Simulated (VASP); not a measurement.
# C (Fmmm) in VASP: a series of runs

The runs below take C through single point, with PBE+D3(BJ).

Everything below comes from runs of VASP 6.6.1. Logs are shortened: lines on timing, memory, paths and dates and some standing lists are left out, and cuts for length are marked.

## Step 1: The cell of the first run

The structure is orthorhombic, space group Fmmm (No. 69). Conventional cell: a = 2.530 Å, b = 4.379 Å, c = 6.972 Å, α = 90.00°, β = 90.00°, γ = 90.00°. C (site symmetry m2m) has 1 C at 1.15 Å within 1.5 Å.

## Step 2: Single point, PBE+D3(BJ) (atoms shifted along a free coordinate)

Contents of INCAR:

```
SYSTEM = C
PREC     = Accurate       ! precision mode
ENCUT    = 520            ! plane-wave cutoff, eV
EDIFF    = 1E-7           ! SCF threshold, eV
ISMEAR   = 0              ! smearing method
SIGMA    = 0.03           ! smearing width, eV
LREAL    = .False.        ! projectors in reciprocal space
LASPH    = .True.         ! aspherical terms in the spheres
NELM     = 80             ! most SCF steps
ALGO     = Normal         ! electronic algorithm
ISIF     = 2              ! what is computed and relaxed
LWAVE    = .False.        ! write WAVECAR
LCHARG   = .False.        ! write CHGCAR
GGA      = PE             ! functional
IVDW     = 12             ! dispersion correction
NBANDS   = 11             ! bands
```

Contents of KPOINTS:

```
regular mesh
0
Gamma
  16 16 16
  0 0 0
```

Contents of POSCAR:

```
C
1.0
    0.0000000000      2.1895892675      3.4862287771
    1.2648346047      0.0000000000      3.4862287771
    1.2648346047      2.1895892675      0.0000000000
C
2
Direct
    0.1315530015      0.8684469985      0.1315530015
    0.8684469985      0.1315530015      0.8684469985
```

Potentials or basis: VASP PAW PBE potentials, release 64 (C).

Run with:

```sh
$ cat potpaw_PBE.64/C/POTCAR > POTCAR
$ mpirun -np 1 vasp_std > vasp.out
```

OUTCAR:

```text
SYSTEM = C
   PREC = Accurate
   ENCUT = 520
   EDIFF = 1E-7
   ISMEAR = 0
   LREAL = .False.
   LASPH = .True.
   NELM = 80
   ISIF = 2
   GGA = PE
   IVDW = 12
 IVDW          = 12

 ion  position               nearest neighbor table
   1  0.132  0.868  0.132-   2 1.15   2 1.64   2 1.64
   2  0.868  0.132  0.868-   1 1.15   1 1.64   1 1.64

  LATTYP: Found a face centered orthorhombic cell.
 ALAT       =     2.5296692094
 B/A-ratio  =     1.7311269468
 C/A-ratio  =     2.7562724519

  Lattice vectors:

 A1 = (   0.0000000000,   2.1895892675,   3.4862287771)
 A2 = (   1.2648346047,   0.0000000000,   3.4862287771)
 A3 = (   1.2648346047,   2.1895892675,   0.0000000000)

Analysis of symmetry for initial positions (statically):
=====================================================================
 Subroutine PRICEL returns:
 Original cell was already a primitive cell.

 Routine SETGRP: Setting up the symmetry group for a
 face centered orthorhombic supercell.

 Subroutine GETGRP returns: Found  8 space group operations
 (whereof  8 operations were pure point group operations)
 out of a pool of  8 trial point group operations.

The static configuration has the point symmetry D_2h.

Analysis of symmetry for dynamics (positions and initial velocities):
=====================================================================
 Subroutine PRICEL returns:
 Original cell was already a primitive cell.

 Routine SETGRP: Setting up the symmetry group for a
 face centered orthorhombic supercell.

 Subroutine GETGRP returns: Found  8 space group operations
 (whereof  8 operations were pure point group operations)
 out of a pool of  8 trial point group operations.

The dynamic configuration has the point symmetry D_2h.

 Subroutine INISYM returns: Found  8 space group operations
 (whereof  8 operations are pure point group operations),
 and found     1 'primitive' translations

----------------------------------------------------------------------------------------

                                     Primitive cell

  volume of cell :      19.3100

  direct lattice vectors                    reciprocal lattice vectors
     0.000000000  2.189589268  3.486228777    -0.395308603  0.228353330  0.143421454
     1.264834605  0.000000000  3.486228777     0.395308603 -0.228353330  0.143421454
     1.264834605  2.189589268  0.000000000     0.395308603  0.228353330 -0.143421454

  length of vectors
     4.116806073  3.708584321  2.528657299     0.478522568  0.478522568  0.478522568

  position of ions in fractional coordinates (direct lattice)
     0.131553002  0.868446998  0.131553002
     0.868446998  0.131553002  0.868446998

  ion indices of the primitive-cell ions
   primitive index   ion index
                 1           1
                 2           2

----------------------------------------------------------------------------------------

 KPOINTS: regular mesh

Automatic generation of k-mesh.
 Grid dimensions read from file:
 generate k-points for:   16   16   16

 Generating k-lattice:

  Cartesian coordinates                     Fractional coordinates (reciprocal lattice)
    -0.024706788  0.014272083  0.008963841     0.062500000  0.000000000  0.000000000
     0.024706788 -0.014272083  0.008963841     0.000000000  0.062500000  0.000000000
     0.024706788  0.014272083 -0.008963841     0.000000000  0.000000000  0.062500000

  Length of vectors
     0.029907660  0.029907660  0.029907660

  Shift w.r.t. Gamma in fractional coordinates (k-lattice)
     0.000000000  0.000000000  0.000000000

 Subroutine IBZKPT returns following result:
 ===========================================

 Found    621 irreducible k-points:

 Following reciprocal coordinates:
            Coordinates               Weight
  0.000000  0.000000  0.000000      1.000000
  0.062500 -0.000000  0.000000      8.000000
  0.125000 -0.000000  0.000000      8.000000
  0.187500  0.000000 -0.000000      8.000000
  0.250000 -0.000000  0.000000      8.000000
  0.312500 -0.000000  0.000000      8.000000
[... 16 lines left out ...]
 -0.125000  0.062500  0.000000      8.000000
 -0.062500  0.062500  0.000000      4.000000
 [... further k-points ...]
   k-points           NKPTS =    621   k-points in BZ     NKDIM =    621   number of bands    NBANDS=     11
   number of dos      NEDOS =    301   number of ions     NIONS =      2
   total plane-waves  NPLWV =  17920
   dimension x,y,z NGX =    32 NGY =   28 NGZ =   20
   dimension x,y,z NGXF=    64 NGYF=   56 NGZF=   40
   ions per type =               2
   NGX,Y,Z   is equivalent  to a cutoff of  12.92, 12.55, 13.15 a.u.
   NGXF,Y,Z  is equivalent  to a cutoff of  25.84, 25.10, 26.30 a.u.
 SYSTEM =  C
   PREC   = accura    normal or accurate (medium, high low for compatibility)
   ISTART =      0    job   : 0-new  1-cont  2-samecut
   ICHARG =      2    charge: 1-file 2-atom 10-const
   ISPIN  =      1    spin polarized calculation?
   LNONCOLLINEAR =      F non collinear calculations
   LSORBIT =      F    spin-orbit coupling
   LASPH  =      T    aspherical Exc in radial PAW
   ENCUT  =  520.0 eV  38.22 Ry    6.18 a.u.   7.65  6.90  4.70*2*pi/ulx,y,z
   NELM   =     80;   NELMIN=  2; NELMDL= -5     # of ELM steps
   EDIFF  = 0.1E-06   stopping-criterion for ELM
   LREAL  =      F    real-space projection
   EDIFFG = 0.1E-05   stopping-criterion for IOM
   NSW    =      0    number of steps for IOM
   IBRION =     -1    ionic relax: 0-MD 1-quasi-New 2-CG
   NFREE  =      0    steps in history (QN), initial steepest desc. (CG)
   ISIF   =      2    stress and relaxation
   ISYM   =      2    0-nonsym 1-usesym 2-fastsym
   POTIM  = 0.5000    time-step for ionic-motion
   TEBEG  =    0.0;   TEEND  =   0.0 temperature during run
   PSTRESS=    0.0 pullay stress
   NELECT =       8.0000    total number of electrons
   NUPDOWN=      -1.0000    fix difference up-down
   EMIN   =  10.00;   EMAX   =-10.00  energy-range for DOS
   EFERMI =   0.00;   METHOD = LEGACY
   ISMEAR =     0;   SIGMA  =   0.03  broadening in eV -4-tet -1-fermi 0-gaus
   EFERMI_NEDOS =   21; number of points for ismear=-14 and -15
   IALGO  =     38    algorithm
   IMIX   =      4    mixing-type and parameters
     AMIX     =   0.40;   BMIX     =  1.00
     AMIX_MAG =   1.60;   BMIX_MAG =  1.00
  volume/ion in A,a.u.               =       9.65        65.16
  Fermi-wavevector in a.u.,A,eV,Ry     =   1.220424  2.306267 20.264990  1.489435
  Thomas-Fermi vector in A             =   2.355642
   LORBIT       =      0    0 simple, 1 ext, 2 COOP (PROOUT), +10 PAW based schemes
   GGA     = PE    functional components
   LHFCALC =     F    Hartree Fock is set to
   AEXX    =    0.0000 exact exchange contribution
   IVDW    =    12    specifies the selected vdW correction
   LEPSILON=     F    determine dielectric tensor
   LRPA    =     F    only Hartree local field effects (RPA)
 non-spin polarized calculation
 Gauss-broadening in eV      SIGMA  =   0.03
  energy-cutoff  :      520.00
  volume of cell :       19.31
 maximum number of plane-waves:       531
   NGX = 15   NGY = 13   NGZ =  9

 number of electron       8.0000000 magnetization

 Free energy of the ion-electron system (eV)
  ---------------------------------------------------
  ext. energy  EPLUGINS =         0.00000000
  ---------------------------------------------------
  free energy    TOTEN  =       -15.65808546 eV

  energy without entropy =      -15.65806693  energy(sigma->0) =      -15.65807619

 E-fermi :   4.4620     XC(G=0):  -9.8088

 val. band max:        4.4319908803   @ k =  -0.0625   0.5000   0.4375
 cond. band min:       4.4732596188   @ k =  -0.1250   0.4375   0.4375
 fundamental gap:      0.0412687385
 Fermi energy:         4.4620395677

 k-point     1 :       0.0000    0.0000    0.0000
  band No.  band energies     occupation
      1     -15.3527      2.00000
      2      -2.7245      2.00000
      3      -2.6226      2.00000
      4       5.4553      0.00000
      5       6.3401      0.00000
      6       8.2406      0.00000
      7      12.7242      0.00000
      8      15.3272      0.00000
      9      19.0484      0.00000
     10      25.1295      0.00000
     11      25.5470      0.00000

 k-point     2 :       0.0625   -0.0000    0.0000
  band No.  band energies     occupation
      1     -15.2674      2.00000
      2      -2.7613      2.00000
      3      -2.6451      2.00000
      4       4.6057      0.00000
      5       6.7687      0.00000
      6       8.4018      0.00000
      7      13.1480      0.00000
      8      15.0524      0.00000
      9      19.1532      0.00000
     10      25.0386      0.00000
     11      25.5380      0.00000

 k-point     3 :       0.1250   -0.0000    0.0000
  band No.  band energies     occupation
      1     -15.0135      2.00000
      2      -3.1296      2.00000
      3      -2.4380      2.00000
      4       3.1620      2.00000
      5       7.1880      0.00000
      6       8.8621      0.00000
      7      14.1633      0.00000
      8      14.2734      0.00000
      9      19.5491      0.00000
     10      23.8800      0.00000
     11      26.6036      0.00000
[... 267 lines left out ...]
 k-point    23 :      -0.1250    0.0625    0.0000
  band No.  band energies     occupation
      1     -14.6112      2.00000
      2      -3.7071      2.00000
      3      -1.9704      2.00000
      4       1.6345      2.00000
      5       7.4701      0.00000
      6       9.3041      0.00000
      7      13.0797      0.00000
      8      15.3817      0.00000
      9      20.3492      0.00000
     10      22.4833      0.00000
     11      26.9664      0.00000

 k-point    24 :      -0.0625    0.0625    0.0000
  band No.  band energies     occupation
      1     -15.0210      2.00000
      2      -3.1272      2.00000
      3      -2.3753      2.00000
      4       3.1643      2.00000
      5       7.1859      0.00000
      6       8.7180      0.00000
      7      14.1666      0.00000
      8      14.2652      0.00000
      9      19.5400      0.00000
     10      23.8780      0.00000
     11      26.6076      0.00000

 [... further k-points ...]

------------------------ aborting loop because EDIFF is reached ----------------------------------------

 Edisp (eV)   -0.29543

 E8    (eV) :    -0.0834

  FORCE on cell =-STRESS in cart. coord.  units (eV):
  Direction    XX          YY          ZZ          XY          YZ          ZX
  --------------------------------------------------------------------------------------
  -------------------------------------------------------------------------------------
  Total      -1.60569    12.13417    -0.20354     0.00000     0.00000     0.00000
  in kB    -133.22605  1006.78873   -16.88799     0.00000     0.00000     0.00000
  external pressure =      285.56 kB  Pullay stress =        0.00 kB

 VOLUME and BASIS-vectors are now :
 -----------------------------------------------------------------------------
  energy-cutoff  :      520.00
  volume of cell :       19.31
      direct lattice vectors                 reciprocal lattice vectors
     0.000000000  2.189589268  3.486228777    -0.395308603  0.228353330  0.143421454
     1.264834605  0.000000000  3.486228777     0.395308603 -0.228353330  0.143421454
     1.264834605  2.189589268  0.000000000     0.395308603  0.228353330 -0.143421454

 POSITION                                       TOTAL-FORCE (eV/Angst)
 -----------------------------------------------------------------------------------
      1.26483      0.57609      3.48623         0.000000     21.540482      0.000000
      1.26483      3.80308      3.48623         0.000000    -21.540482      0.000000
 -----------------------------------------------------------------------------------
    total drift:                               -0.000000     -0.000000      0.000000

  FREE ENERGIE OF THE ION-ELECTRON SYSTEM (eV)
  ---------------------------------------------------
  free  energy   TOTEN  =       -15.9535113668 eV

  energy  without entropy=      -15.9534928385  energy(sigma->0) =      -15.95350210
```

Run time: 50 s. Hardware: 1 thread of Intel Xeon 6975P-C (Granite Rapids), shared host; peak memory 0.24 GiB.

What came out:

| Property | Result |
| --- | --- |
| Free energy | -15.9535 eV |
| Pressure | 28.6 GPa |
| Largest force | 21.540 eV/Å |
| Band gap on the k mesh | zero (bands 4 and 5 overlap by 2.10 eV) |
| Dispersion energy per atom | -0.148 eV |

Forces on the atoms (eV/Å):
```
C     0.000  21.540   0.000
C     0.000 -21.540   0.000
```

Levels at points of the mesh, in eV from the Fermi level:
| k point | band 2 | band 3 | band 4 | band 5 | band 6 | band 7 |
| --- | --- | --- | --- | --- | --- | --- |
| (0.00, 0.00, 0.00) | -7.19 | -7.08 | 0.99 | 1.88 | 3.78 | 8.26 |
| (0.50, 0.00, 0.00) | -12.15 | -6.70 | -4.23 | 2.98 | 3.27 | 11.34 |
| (0.50, 0.50, 0.00) | -8.73 | -7.02 | 0.95 | 1.83 | 8.16 | 8.78 |
| (0.50, 0.00, 0.50) | -13.19 | -5.67 | -1.86 | 0.46 | 7.01 | 9.07 |
| (0.00, 0.50, 0.50) | -13.00 | -5.72 | -2.72 | -1.11 | 6.78 | 12.92 |

Caveat: the cell differs from its parent crystal (atoms shifted along a free coordinate); the stress differs along the axes, from -13 to 101 GPa; forces of over 1 eV/Å act on the atoms, so gaps and moduli don't describe the material at rest.

(Continued in part 2 of 3.)

The gap in the log of VASP goes by the Fermi energy; the results here count the filled bands.